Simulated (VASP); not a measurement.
# Nb2SbN (P-3m1) in VASP: single point with PBE

Aim: the single point of Nb2SbN with PBE.

Everything below comes from runs of VASP 6.6.1. Logs are shortened: lines on timing, memory, paths and dates and some standing lists are left out, and cuts for length are marked.

**1. The cell of the first run**

It takes space group P-3m1 (No. 164, trigonal). The conventional cell has a = 3.251 Å, b = 3.251 Å, c = 6.934 Å, α = 90.00°, β = 90.00°, γ = 120.00°. Nb (site symmetry 3m) has 3 N at 2.19 Å and 3 Nb at 2.92 Å and 3 Sb at 3.01 Å within 3.1 Å. Sb (site symmetry -3m) has 6 Nb at 3.01 Å and 6 Sb at 3.25 Å and 2 N at 3.47 Å within 4.0 Å. Within 2.9 Å of N (site symmetry -3m) lie 6 Nb at 2.19 Å.

The cell was built from a structure type or drawn by symmetry, and may not be a known phase.

**2. Single point, PBE**

Input file INCAR:

```
SYSTEM = Nb2SbN
PREC     = Accurate       ! precision mode
ENCUT    = 520            ! plane-wave cutoff, eV
EDIFF    = 1E-6           ! SCF threshold, eV
ISMEAR   = 0              ! smearing method
SIGMA    = 0.1            ! smearing width, eV
LREAL    = .FALSE.        ! projectors in reciprocal space
LASPH    = .TRUE.         ! aspherical terms in the spheres
NELM     = 100            ! most SCF steps
ALGO     = Fast           ! electronic algorithm
ISIF     = 2              ! what is computed and relaxed
LWAVE    = .FALSE.        ! write WAVECAR
LCHARG   = .TRUE.         ! write CHGCAR
GGA      = PE             ! functional
LELF     = .TRUE.         ! ELF
LVHAR    = .TRUE.       
NBANDS   = 26             ! bands
```

Input file KPOINTS:

```
regular mesh
0
G
  18 18 8
  0 0 0
```

Input file POSCAR:

```
Nb2SbN
1.0
    3.2507310937      0.0000000000      0.0000000000
   -1.6253655469      2.8152157080      0.0000000000
    0.0000000000      0.0000000000      6.9341805993
Nb Sb N
2 1 1
Direct
    0.3333333333      0.6666666667      0.3385744838
    0.6666666667      0.3333333333      0.6614255162
    0.0000000000      0.0000000000      0.0000000000
    0.0000000000      0.0000000000      0.5000000000
```

Potentials or basis: VASP PAW PBE potentials, release 64 (Nb_sv, Sb, N).

Run with:

```sh
$ cat potpaw_PBE.64/Nb_sv/POTCAR potpaw_PBE.64/Sb/POTCAR potpaw_PBE.64/N/POTCAR > POTCAR
$ mpirun -np 1 vasp_std > vasp.out
```

OUTCAR:

```text
SYSTEM = Nb2SbN
   PREC = Accurate
   ENCUT = 520
   EDIFF = 1E-6
   ISMEAR = 0
   LREAL = .FALSE.
   LASPH = .TRUE.
   NELM = 100
   ISIF = 2
   GGA = PE

 ion  position               nearest neighbor table
   1  0.333  0.667  0.339-   4 2.19   4 2.19   4 2.19   2 2.92   2 2.92   2 2.92   3 3.01   3 3.01
                             3 3.01
   2  0.667  0.333  0.661-   4 2.19   4 2.19   4 2.19   1 2.92   1 2.92   1 2.92   3 3.01   3 3.01
                             3 3.01
   3  0.000  0.000  0.000-   1 3.01   2 3.01   2 3.01   1 3.01   2 3.01   1 3.01
   4  0.000  0.000  0.500-   1 2.19   2 2.19   2 2.19   1 2.19   2 2.19   1 2.19

  LATTYP: Found a hexagonal cell.
 ALAT       =     3.2507310937
 C/A-ratio  =     2.1331141824

  Lattice vectors:

 A1 = (   3.2507310937,   0.0000000000,   0.0000000000)
 A2 = (  -1.6253655469,   2.8152157080,   0.0000000000)
 A3 = (   0.0000000000,   0.0000000000,   6.9341805993)

Analysis of symmetry for initial positions (statically):
=====================================================================
 Subroutine PRICEL returns:
 Original cell was already a primitive cell.

 Routine SETGRP: Setting up the symmetry group for a
 hexagonal supercell.

 Subroutine GETGRP returns: Found 12 space group operations
 (whereof 12 operations were pure point group operations)
 out of a pool of 24 trial point group operations.

The static configuration has the point symmetry D_3d.

Analysis of symmetry for dynamics (positions and initial velocities):
=====================================================================
 Subroutine PRICEL returns:
 Original cell was already a primitive cell.

 Routine SETGRP: Setting up the symmetry group for a
 hexagonal supercell.

 Subroutine GETGRP returns: Found 12 space group operations
 (whereof 12 operations were pure point group operations)
 out of a pool of 24 trial point group operations.

The dynamic configuration has the point symmetry D_3d.

 Subroutine INISYM returns: Found 12 space group operations
 (whereof 12 operations are pure point group operations),
 and found     1 'primitive' translations

----------------------------------------------------------------------------------------

                                     Primitive cell

  volume of cell :      63.4582

  direct lattice vectors                    reciprocal lattice vectors
     3.250731094  0.000000000  0.000000000     0.307623107  0.177606284  0.000000000
    -1.625365547  2.815215708  0.000000000     0.000000000  0.355212568  0.000000000
     0.000000000  0.000000000  6.934180599     0.000000000  0.000000000  0.144213146

  length of vectors
     3.250731094  3.250731094  6.934180599     0.355212568  0.355212568  0.144213146

  position of ions in fractional coordinates (direct lattice)
     0.333333333  0.666666667  0.338574484
     0.666666667  0.333333333  0.661425516
     0.000000000  0.000000000  0.000000000
     0.000000000  0.000000000  0.500000000

  ion indices of the primitive-cell ions
   primitive index   ion index
                 1           1
                 2           2
                 3           3
                 4           4

----------------------------------------------------------------------------------------

 KPOINTS: regular mesh

Automatic generation of k-mesh.
 Grid dimensions read from file:
 generate k-points for:   18   18    8

 Generating k-lattice:

  Cartesian coordinates                     Fractional coordinates (reciprocal lattice)
     0.017090173  0.009867016  0.000000000     0.055555556 -0.000000000  0.000000000
     0.000000000  0.019734032  0.000000000     0.000000000  0.055555556  0.000000000
     0.000000000  0.000000000  0.018026643     0.000000000  0.000000000  0.125000000

  Length of vectors
     0.019734032  0.019734032  0.018026643

  Shift w.r.t. Gamma in fractional coordinates (k-lattice)
     0.000000000  0.000000000  0.000000000

 Subroutine IBZKPT returns following result:
 ===========================================

 Found    266 irreducible k-points:

 Following reciprocal coordinates:
            Coordinates               Weight
  0.000000  0.000000  0.000000      1.000000
  0.055556  0.000000  0.000000      6.000000
  0.111111  0.000000  0.000000      6.000000
  0.166667  0.000000  0.000000      6.000000
  0.222222 -0.000000  0.000000      6.000000
  0.277778  0.000000  0.000000      6.000000
[... 16 lines left out ...]
  0.333333  0.111111  0.000000     12.000000
  0.388889  0.111111  0.000000     12.000000
 [... further k-points ...]
   k-points           NKPTS =    266   k-points in BZ     NKDIM =    266   number of bands    NBANDS=     26
   number of dos      NEDOS =    301   number of ions     NIONS =      4
   total plane-waves  NPLWV =  31104
   dimension x,y,z NGX =    24 NGY =   24 NGZ =   54
   dimension x,y,z NGXF=    48 NGYF=   48 NGZF=  108
   ions per type =               2   1   1
   NGX,Y,Z   is equivalent  to a cutoff of  12.27, 12.27, 12.95 a.u.
   NGXF,Y,Z  is equivalent  to a cutoff of  24.55, 24.55, 25.89 a.u.
 SYSTEM =  Nb2SbN
   PREC   = accura    normal or accurate (medium, high low for compatibility)
   ISTART =      0    job   : 0-new  1-cont  2-samecut
   ICHARG =      2    charge: 1-file 2-atom 10-const
   ISPIN  =      1    spin polarized calculation?
   LNONCOLLINEAR =      F non collinear calculations
   LSORBIT =      F    spin-orbit coupling
   LASPH  =      T    aspherical Exc in radial PAW
   ENCUT  =  520.0 eV  38.22 Ry    6.18 a.u.   6.04  6.04 12.89*2*pi/ulx,y,z
   NELM   =    100;   NELMIN=  2; NELMDL= -5     # of ELM steps
   EDIFF  = 0.1E-05   stopping-criterion for ELM
   LREAL  =      F    real-space projection
   EDIFFG = 0.1E-04   stopping-criterion for IOM
   NSW    =      0    number of steps for IOM
   IBRION =     -1    ionic relax: 0-MD 1-quasi-New 2-CG
   NFREE  =      0    steps in history (QN), initial steepest desc. (CG)
   ISIF   =      2    stress and relaxation
   ISYM   =      2    0-nonsym 1-usesym 2-fastsym
   POTIM  = 0.5000    time-step for ionic-motion
   TEBEG  =    0.0;   TEEND  =   0.0 temperature during run
   PSTRESS=    0.0 pullay stress
   NELECT =      36.0000    total number of electrons
   NUPDOWN=      -1.0000    fix difference up-down
   EMIN   =  10.00;   EMAX   =-10.00  energy-range for DOS
   EFERMI =   0.00;   METHOD = LEGACY
   ISMEAR =     0;   SIGMA  =   0.10  broadening in eV -4-tet -1-fermi 0-gaus
   EFERMI_NEDOS =   21; number of points for ismear=-14 and -15
   IALGO  =     68    algorithm
   IMIX   =      4    mixing-type and parameters
     AMIX     =   0.40;   BMIX     =  1.00
     AMIX_MAG =   1.60;   BMIX_MAG =  1.00
  volume/ion in A,a.u.               =      15.86       107.06
  Fermi-wavevector in a.u.,A,eV,Ry     =   1.355230  2.561014 24.989122  1.836649
  Thomas-Fermi vector in A             =   2.482335
   LORBIT       =      0    0 simple, 1 ext, 2 COOP (PROOUT), +10 PAW based schemes
   GGA     = PE    functional components
   LHFCALC =     F    Hartree Fock is set to
   AEXX    =    0.0000 exact exchange contribution
   IVDW    =     0    specifies the selected vdW correction
   LEPSILON=     F    determine dielectric tensor
   LRPA    =     F    only Hartree local field effects (RPA)
 non-spin polarized calculation
 RMM-DIIS sequential band-by-band and
 Gauss-broadening in eV      SIGMA  =   0.10
  energy-cutoff  :      520.00
  volume of cell :       63.46
 maximum number of plane-waves:      1746
   NGX = 13   NGY = 13   NGZ = 25

 number of electron      36.0000008 magnetization

 Free energy of the ion-electron system (eV)
  ---------------------------------------------------
  ext. energy  EPLUGINS =         0.00000000
  ---------------------------------------------------
  free energy    TOTEN  =       -35.03818896 eV

  energy without entropy =      -35.02962986  energy(sigma->0) =      -35.03390941

 E-fermi :  11.7140     XC(G=0): -12.1251

 val. band max:       11.7006948352   @ k =   0.0000   0.3333   0.3750
 cond. band min:      11.7356464669   @ k =   0.4444   0.0556   0.0000
 fundamental gap:      0.0349516317
 Fermi energy:        11.7139912050

 k-point     1 :       0.0000    0.0000    0.0000
  band No.  band energies     occupation
      1     -43.8281      2.00000
      2     -43.6923      2.00000
      3     -20.2961      2.00000
      4     -19.7239      2.00000
      5     -19.7239      2.00000
      6     -19.6012      2.00000
[... 18 lines left out ...]
     25      16.2750      0.00000
     26      17.7506      0.00000

 k-point     2 :       0.0556    0.0000    0.0000
  band No.  band energies     occupation
      1     -43.8256      2.00000
      2     -43.6917      2.00000
      3     -20.2926      2.00000
      4     -19.7463      2.00000
      5     -19.7305      2.00000
      6     -19.6124      2.00000
[... 18 lines left out ...]
     25      16.2707      0.00000
     26      17.2458      0.00000

 k-point     3 :       0.1111    0.0000    0.0000
  band No.  band energies     occupation
      1     -43.8185      2.00000
      2     -43.6900      2.00000
      3     -20.2830      2.00000
      4     -19.8051      2.00000
      5     -19.7488      2.00000
      6     -19.6439      2.00000
[... 18 lines left out ...]
     25      16.1310      0.00000
     26      16.2406      0.00000

 k-point     4 :       0.1667    0.0000    0.0000
  band No.  band energies     occupation
      1     -43.8074      2.00000
      2     -43.6877      2.00000
      3     -20.2711      2.00000
      4     -19.8864      2.00000
      5     -19.7752      2.00000
      6     -19.6880      2.00000
[... 18 lines left out ...]
     25      15.6901      0.00000
     26      16.0831      0.00000
[... 496 lines left out ...]
      1     -43.7568      2.00000
      2     -43.6834      2.00000
      3     -20.2856      2.00000
      4     -20.1304      2.00000
      5     -19.9272      2.00000
      6     -19.7522      2.00000
[... 18 lines left out ...]
     25      15.7718      0.00000
     26      16.8591      0.00000

 k-point    23 :       0.3333    0.1111    0.0000
  band No.  band energies     occupation
      1     -43.7427      2.00000
      2     -43.6849      2.00000
      3     -20.3147      2.00000
      4     -20.1774      2.00000
      5     -19.9419      2.00000
      6     -19.7645      2.00000
[... 18 lines left out ...]
     25      16.0521      0.00000
     26      16.8668      0.00000

 k-point    24 :       0.3889    0.1111    0.0000
  band No.  band energies     occupation
      1     -43.7319      2.00000
      2     -43.6874      2.00000
      3     -20.3404      2.00000
      4     -20.2036      2.00000
      5     -19.9520      2.00000
      6     -19.7681      2.00000
[... 18 lines left out ...]
     25      16.2497      0.00000
     26      16.8088      0.00000

 [... further k-points ...]

------------------------ aborting loop because EDIFF is reached ----------------------------------------

  FORCE on cell =-STRESS in cart. coord.  units (eV):
  Direction    XX          YY          ZZ          XY          YZ          ZX
  --------------------------------------------------------------------------------------
  -------------------------------------------------------------------------------------
  Total       -0.1195401     -0.1195401     -0.1193182      0.0000000      0.0000000      0.0000000
  in kB       -3.0181178     -3.0181178     -3.0125169      0.0000000      0.0000000      0.0000000
  external PRESSURE =      -3.0162509 kB  Pullay stress =       0.0000000 kB

 VOLUME and BASIS-vectors are now :
 -----------------------------------------------------------------------------
  energy-cutoff  :      520.00
  volume of cell :       63.46
      direct lattice vectors                 reciprocal lattice vectors
     3.250731094  0.000000000  0.000000000     0.307623107  0.177606284  0.000000000
    -1.625365547  2.815215708  0.000000000     0.000000000  0.355212568  0.000000000
     0.000000000  0.000000000  6.934180599     0.000000000  0.000000000  0.144213146

 POSITION                                       TOTAL-FORCE (eV/Angst)
 -----------------------------------------------------------------------------------
     -0.00000      1.87681      2.34774        -0.000000     -0.000000      0.014202
      1.62537      0.93841      4.58644         0.000000      0.000000     -0.014202
      0.00000      0.00000      0.00000         0.000000      0.000000      0.000000
      0.00000      0.00000      3.46709         0.000000      0.000000      0.000000
 -----------------------------------------------------------------------------------
    total drift:                                0.000000     -0.000000     -0.000000

  FREE ENERGIE OF THE ION-ELECTRON SYSTEM (eV)
  ---------------------------------------------------
  free  energy   TOTEN  =       -35.0381889603 eV

  energy  without entropy=      -35.0296298629  energy(sigma->0) =      -35.03390941
```

It took 12 min on 1 thread of AMD EPYC 9R45 (Zen 5), shared host; peak memory 0.48 GiB.

Results:

```yaml
Free_energy: -35.0382 eV
Pressure: -0.3 GPa
Largest_force: 0.014 eV/Å
Band_gap_on_the_k_mesh: zero (bands 18 and 19 overlap by 1.17 eV)
```

Forces on the atoms (eV/Å):
```
Nb   0.000  0.000  0.014
Nb   0.000  0.000 -0.014
Sb   0.000  0.000  0.000
N    0.000  0.000  0.000
```

Caveat: spin-orbit coupling is left out, which moves the levels of the heavy elements.
